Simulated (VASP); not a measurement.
# CsSnI3 (R3m) in VASP: a series of runs

Runs on CsSnI3. Level: PBEsol. Tasks: single point.

All numbers are computed with VASP 6.6.1; they aren't measurements. Logs are shortened: lines on timing, memory, paths and dates and some standing lists are left out, and cuts for length are marked.

## 1. The cell of the first run

It takes space group R3m (No. 160, trigonal). Conventional cell: a = 8.610 Å, b = 8.610 Å, c = 10.544 Å, α = 90.00°, β = 90.00°, γ = 120.00°. I (site symmetry m) has 2 Sn at 3.04 Å within 4.0 Å. Within 5.6 Å of Cs (site symmetry 3m) lie 12 I at 4.29 to 4.32 Å and 8 Sn at 5.26 to 5.29 Å. Sn (site symmetry 3m) has 6 I at 3.04 Å within 4.0 Å.

## 2. Single point, PBEsol

Input file INCAR:

```
SYSTEM = CsSnI3
ALGO = Normal ; EDIFF = 1E-7
ENCUT = 520 ; GGA = PS
ISIF = 2 ; ISMEAR = -1
LASPH = .True. ; LCHARG = .False.
LREAL = .False. ; LWAVE = .False.
NBANDS = 30 ; NELM = 100
PREC = Accurate ; SIGMA = 0.1
```

Input file KPOINTS:

```
k-points
0
Gamma
  3 3 3
  0 0 0
```

Input file POSCAR:

```
CsSnI3
1.0
    4.3048985261      2.4854327102      3.5148215080
   -4.3048985261      2.4854327102      3.5148215080
    0.0000000000     -4.9708702585      3.5148180868
I Cs Sn
3 1 1
Direct
    0.5120579326      1.0121681923      0.5120579326
    0.5120579326      0.5120579326      1.0121681923
    1.0121681923      0.5120579326      0.5120579326
    0.0135433915      0.0135433915      0.0135433915
    0.5122025510      0.5122025510      0.5122025510
```

Potentials or basis: VASP PAW PBE potentials, release 64 (I, Cs_sv, Sn_d).

Started as:

```
$ cat potpaw_PBE.64/I/POTCAR potpaw_PBE.64/Cs_sv/POTCAR potpaw_PBE.64/Sn_d/POTCAR > POTCAR
$ mpirun -np 1 vasp_std > vasp.out
```

OUTCAR:

```text
SYSTEM = CsSnI3
   EDIFF = 1E-7
   ENCUT = 520
   GGA = PS
   ISIF = 2
   ISMEAR = -1
   LASPH = .True.
   LREAL = .False.
   NELM = 100
   PREC = Accurate

 ion  position               nearest neighbor table
   1  0.512  0.012  0.512-   5 3.04   5 3.04
   2  0.512  0.512  0.012-   5 3.04   5 3.04
   3  0.012  0.512  0.512-   5 3.04   5 3.04
   4  0.014  0.014  0.014-
   5  0.512  0.512  0.512-   1 3.04   3 3.04   2 3.04   1 3.04   3 3.04   2 3.04

  LATTYP: Found a trigonal (rhomboedric) cell.
 ALAT       =     6.0879797396
 COS(alpha) =    -0.0000217284

  Lattice vectors:

 A1 = (   4.3048985261,   2.4854327102,   3.5148215080)
 A2 = (  -4.3048985261,   2.4854327102,   3.5148215080)
 A3 = (   0.0000000000,  -4.9708702585,   3.5148180868)

Analysis of symmetry for initial positions (statically):
=====================================================================
 Subroutine PRICEL returns:
 Original cell was already a primitive cell.

 Routine SETGRP: Setting up the symmetry group for a
 trigonal (rhombohedral) supercell.

 Subroutine GETGRP returns: Found  6 space group operations
 (whereof  6 operations were pure point group operations)
 out of a pool of 12 trial point group operations.

The static configuration has the point symmetry C_3v.

Analysis of symmetry for dynamics (positions and initial velocities):
=====================================================================
 Subroutine PRICEL returns:
 Original cell was already a primitive cell.

 Routine SETGRP: Setting up the symmetry group for a
 trigonal (rhombohedral) supercell.

 Subroutine GETGRP returns: Found  6 space group operations
 (whereof  6 operations were pure point group operations)
 out of a pool of 12 trial point group operations.

The dynamic configuration has the point symmetry C_3v.

 Subroutine INISYM returns: Found  6 space group operations
 (whereof  6 operations are pure point group operations),
 and found     1 'primitive' translations

----------------------------------------------------------------------------------------

                                     Primitive cell

  volume of cell :     225.6418

  direct lattice vectors                    reciprocal lattice vectors
     4.304898526  2.485432710  3.514821508     0.116146756  0.067057317  0.094836551
    -4.304898526  2.485432710  3.514821508    -0.116146756  0.067057317  0.094836551
     0.000000000 -4.970870258  3.514818087     0.000000000 -0.134114766  0.094836459

  length of vectors
     6.087979740  6.087979740  6.087979740     0.164258103  0.164258103  0.164258103

  position of ions in fractional coordinates (direct lattice)
     0.512057933  0.012168192  0.512057933
     0.512057933  0.512057933  0.012168192
     0.012168192  0.512057933  0.512057933
     0.013543392  0.013543392  0.013543392
     0.512202551  0.512202551  0.512202551

  ion indices of the primitive-cell ions
   primitive index   ion index
                 1           1
                 2           2
                 3           3
                 4           4
                 5           5

----------------------------------------------------------------------------------------

 KPOINTS: k-points

Automatic generation of k-mesh.
 Grid dimensions read from file:
 generate k-points for:    3    3    3

 Generating k-lattice:

  Cartesian coordinates                     Fractional coordinates (reciprocal lattice)
     0.038715585  0.022352439  0.031612184     0.333333333  0.000000000  0.000000000
    -0.038715585  0.022352439  0.031612184     0.000000000  0.333333333  0.000000000
     0.000000000 -0.044704922  0.031612153    -0.000000000 -0.000000000  0.333333333

  Length of vectors
     0.054752701  0.054752701  0.054752701

  Shift w.r.t. Gamma in fractional coordinates (k-lattice)
     0.000000000  0.000000000  0.000000000

 Subroutine IBZKPT returns following result:
 ===========================================

 Found      6 irreducible k-points:

 Following reciprocal coordinates:
            Coordinates               Weight
  0.000000  0.000000  0.000000      1.000000
  0.333333 -0.000000  0.000000      6.000000
  0.333333  0.333333  0.000000      6.000000
 -0.333333  0.333333  0.000000      6.000000
  0.333333  0.333333  0.333333      2.000000
 -0.333333  0.333333  0.333333      6.000000
   k-points           NKPTS =      6   k-points in BZ     NKDIM =      6   number of bands    NBANDS=     30
   number of dos      NEDOS =    301   number of ions     NIONS =      5
   total plane-waves  NPLWV = 110592
   dimension x,y,z NGX =    48 NGY =   48 NGZ =   48
   dimension x,y,z NGXF=    96 NGYF=   96 NGZF=   96
   ions per type =               3   1   1
   NGX,Y,Z   is equivalent  to a cutoff of  13.11, 13.11, 13.11 a.u.
   NGXF,Y,Z  is equivalent  to a cutoff of  26.21, 26.21, 26.21 a.u.
 SYSTEM =  CsSnI3
   PREC   = accura    normal or accurate (medium, high low for compatibility)
   ISTART =      0    job   : 0-new  1-cont  2-samecut
   ICHARG =      2    charge: 1-file 2-atom 10-const
   ISPIN  =      1    spin polarized calculation?
   LNONCOLLINEAR =      F non collinear calculations
   LSORBIT =      F    spin-orbit coupling
   LASPH  =      T    aspherical Exc in radial PAW
   ENCUT  =  520.0 eV  38.22 Ry    6.18 a.u.  11.32 11.32 11.32*2*pi/ulx,y,z
   NELM   =    100;   NELMIN=  2; NELMDL= -5     # of ELM steps
   EDIFF  = 0.1E-06   stopping-criterion for ELM
   LREAL  =      F    real-space projection
   EDIFFG = 0.1E-05   stopping-criterion for IOM
   NSW    =      0    number of steps for IOM
   IBRION =     -1    ionic relax: 0-MD 1-quasi-New 2-CG
   NFREE  =      0    steps in history (QN), initial steepest desc. (CG)
   ISIF   =      2    stress and relaxation
   ISYM   =      2    0-nonsym 1-usesym 2-fastsym
   POTIM  = 0.5000    time-step for ionic-motion
   TEBEG  =    0.0;   TEEND  =   0.0 temperature during run
   PSTRESS=    0.0 pullay stress
   NELECT =      44.0000    total number of electrons
   NUPDOWN=      -1.0000    fix difference up-down
   EMIN   =  10.00;   EMAX   =-10.00  energy-range for DOS
   EFERMI =   0.00;   METHOD = LEGACY
   ISMEAR =    -1;   SIGMA  =   0.10  broadening in eV -4-tet -1-fermi 0-gaus
   EFERMI_NEDOS =   21; number of points for ismear=-14 and -15
   IALGO  =     38    algorithm
   IMIX   =      4    mixing-type and parameters
     AMIX     =   0.40;   BMIX     =  1.00
     AMIX_MAG =   1.60;   BMIX_MAG =  1.00
  volume/ion in A,a.u.               =      45.13       304.54
  Fermi-wavevector in a.u.,A,eV,Ry     =   0.949334  1.793982 12.262056  0.901236
  Thomas-Fermi vector in A             =   2.077607
   LORBIT       =      0    0 simple, 1 ext, 2 COOP (PROOUT), +10 PAW based schemes
   GGA     = PS    functional components
   LHFCALC =     F    Hartree Fock is set to
   AEXX    =    0.0000 exact exchange contribution
   IVDW    =     0    specifies the selected vdW correction
   LEPSILON=     F    determine dielectric tensor
   LRPA    =     F    only Hartree local field effects (RPA)
 non-spin polarized calculation
  energy-cutoff  :      520.00
  volume of cell :      225.64
 maximum number of plane-waves:      6110
 NGX is ok and might be reduce to    48
   NGX = 23   NGY = 23   NGZ = 23

 number of electron      44.0000007 magnetization

 Free energy of the ion-electron system (eV)
  ---------------------------------------------------
  ext. energy  EPLUGINS =         0.00000000
  ---------------------------------------------------
  free energy    TOTEN  =       -15.31393973 eV

  energy without entropy =      -15.31393912  energy(sigma->0) =      -15.31393943

 E-fermi :   3.2636     XC(G=0):  -7.9365

 val. band max:        1.7345672759   @ k =  -0.3333   0.3333   0.3333
 cond. band min:       4.8395936109   @ k =  -0.3333   0.3333   0.3333
 fundamental gap:      3.1050263350
 Fermi energy:         3.2636366555

 k-point     1 :       0.0000    0.0000    0.0000
  band No.  band energies     occupation
      1     -19.0285      2.00000
      2     -18.6365      2.00000
      3     -18.6365      2.00000
      4     -18.6049      2.00000
      5     -18.6049      2.00000
      6     -18.6049      2.00000
[... 22 lines left out ...]
     29       8.2886      0.00000
     30       8.2887      0.00000

 k-point     2 :       0.3333   -0.0000    0.0000
  band No.  band energies     occupation
      1     -19.0280      2.00000
      2     -18.6365      2.00000
      3     -18.6347      2.00000
      4     -18.6051      2.00000
      5     -18.6051      2.00000
      6     -18.6049      2.00000
[... 22 lines left out ...]
     29       7.4270      0.00000
     30       7.9423      0.00000

 k-point     3 :       0.3333    0.3333    0.0000
  band No.  band energies     occupation
      1     -19.0276      2.00000
      2     -18.6356      2.00000
      3     -18.6338      2.00000
      4     -18.6053      2.00000
      5     -18.6051      2.00000
      6     -18.6051      2.00000
[... 22 lines left out ...]
     29       7.7961      0.00000
     30       7.8206      0.00000

 k-point     4 :      -0.3333    0.3333    0.0000
  band No.  band energies     occupation
      1     -19.0276      2.00000
      2     -18.6356      2.00000
      3     -18.6338      2.00000
      4     -18.6053      2.00000
      5     -18.6051      2.00000
      6     -18.6051      2.00000
[... 22 lines left out ...]
     29       7.7954      0.00000
     30       7.8210      0.00000

 k-point     5 :       0.3333    0.3333    0.3333
  band No.  band energies     occupation
      1     -19.0272      2.00000
      2     -18.6338      2.00000
      3     -18.6338      2.00000
      4     -18.6053      2.00000
      5     -18.6053      2.00000
      6     -18.6053      2.00000
[... 22 lines left out ...]
     29       7.5828      0.00000
     30       8.3042      0.00000

 k-point     6 :      -0.3333    0.3333    0.3333
  band No.  band energies     occupation
      1     -19.0272      2.00000
      2     -18.6338      2.00000
      3     -18.6338      2.00000
      4     -18.6053      2.00000
      5     -18.6053      2.00000
      6     -18.6053      2.00000
[... 22 lines left out ...]
     29       7.5827      0.00000
     30       8.3040      0.00000

------------------------ aborting loop because EDIFF is reached ----------------------------------------

  FORCE on cell =-STRESS in cart. coord.  units (eV):
  Direction    XX          YY          ZZ          XY          YZ          ZX
  --------------------------------------------------------------------------------------
  -------------------------------------------------------------------------------------
  Total        0.0098914      0.0098914      0.0107207      0.0000000     -0.0000000      0.0000000
  in kB        0.0702342      0.0702342      0.0761227      0.0000000     -0.0000000      0.0000000
  external PRESSURE =       0.0721970 kB  Pullay stress =       0.0000000 kB

 VOLUME and BASIS-vectors are now :
 -----------------------------------------------------------------------------
  energy-cutoff  :      520.00
  volume of cell :      225.64
      direct lattice vectors                 reciprocal lattice vectors
     4.304898526  2.485432710  3.514821508     0.116146756  0.067057317  0.094836551
    -4.304898526  2.485432710  3.514821508    -0.116146756  0.067057317  0.094836551
     0.000000000 -4.970870258  3.514818087     0.000000000 -0.134114766  0.094836459

 POSITION                                       TOTAL-FORCE (eV/Angst)
 -----------------------------------------------------------------------------------
      2.15197     -1.24244      3.64235         0.000357     -0.000206      0.000739
      0.00000      2.48488      3.64235        -0.000000      0.000412      0.000739
     -2.15197     -1.24244      3.64235        -0.000357     -0.000206      0.000739
      0.00000     -0.00000      0.14281        -0.000000      0.000000     -0.001102
      0.00000     -0.00000      5.40090        -0.000000      0.000000     -0.001114
 -----------------------------------------------------------------------------------
    total drift:                               -0.000000     -0.000002     -0.001644

  FREE ENERGIE OF THE ION-ELECTRON SYSTEM (eV)
  ---------------------------------------------------
  free  energy   TOTEN  =       -15.3139397295 eV

  energy  without entropy=      -15.3139391232  energy(sigma->0) =      -15.31393943
```

Run time: 22 s. Hardware: 1 thread of Intel Xeon 6975P-C (Granite Rapids), shared host; peak memory 0.33 GiB.

Results:

| Item | Value |
| --- | --- |
| Free energy | -15.3139 eV |
| Pressure | 0.0 GPa |
| Band gap on the k mesh | 3.10 eV |

Caveat: the PAW data sets were made with another functional, which shifts forces and pressure a little; spin-orbit coupling is left out, which moves the levels of the heavy elements; an odd mesh through Γ misses points on the zone boundary, where band edges can lie.

## 3. Single point, PBEsol

Input file INCAR:

```
PREC = Accurate
ENCUT = 520
EDIFF = 1E-7
ISMEAR = -1
SIGMA = 0.1
LREAL = F
LASPH = T
NELM = 100
ALGO = Normal
ISIF = 2
LWAVE = F
LCHARG = F
GGA = PS
NBANDS = 30
```

Input file KPOINTS:

```
regular mesh
0
Gamma
  3 3 3
```

Input file POSCAR:

```
CsSnI3
1.0
    4.3049208118      2.4854455768      3.5147945984
   -4.3049208118      2.4854455768      3.5147945984
    0.0000000000     -4.9708959917      3.5147911771
I Cs Sn
3 1 1
Direct
    0.5120573628      1.0121669759      0.5120573628
    0.5120573628      0.5120573628      1.0121669759
    1.0121669759      0.5120573628      0.5120573628
    0.0135471796      0.0135471796      0.0135471796
    0.5122011190      0.5122011190      0.5122011190
```

Potentials or basis: VASP PAW PBE potentials, release 64 (I, Cs_sv, Sn_d).

Started as:

```
$ cat potpaw_PBE.64/I/POTCAR potpaw_PBE.64/Cs_sv/POTCAR potpaw_PBE.64/Sn_d/POTCAR > POTCAR
$ mpirun -np 1 vasp_std > vasp.out
```

It took 25 s on 1 thread of Intel Xeon 6975P-C (Granite Rapids), shared host; peak memory 0.33 GiB.

It converged, with:

| Item | Value |
| --- | --- |
| Free energy | -15.3139 eV |
| Pressure | 0.0 GPa |
| Band gap on the k mesh | 3.10 eV |

Levels at points of the mesh, in eV from the valence-band top:
| k point | band 19 | band 20 | band 21 | band 22 | band 23 | band 24 | band 25 | band 26 |
| --- | --- | --- | --- | --- | --- | --- | --- | --- |
| (0.00, 0.00, 0.00) | -0.97 | -0.78 | -0.78 | -0.77 | 3.54 | 4.39 | 4.39 | 4.72 |

Caveat: the PAW data sets were made with another functional, which shifts forces and pressure a little; spin-orbit coupling is left out, which moves the levels of the heavy elements; an odd mesh through Γ misses points on the zone boundary, where band edges can lie.
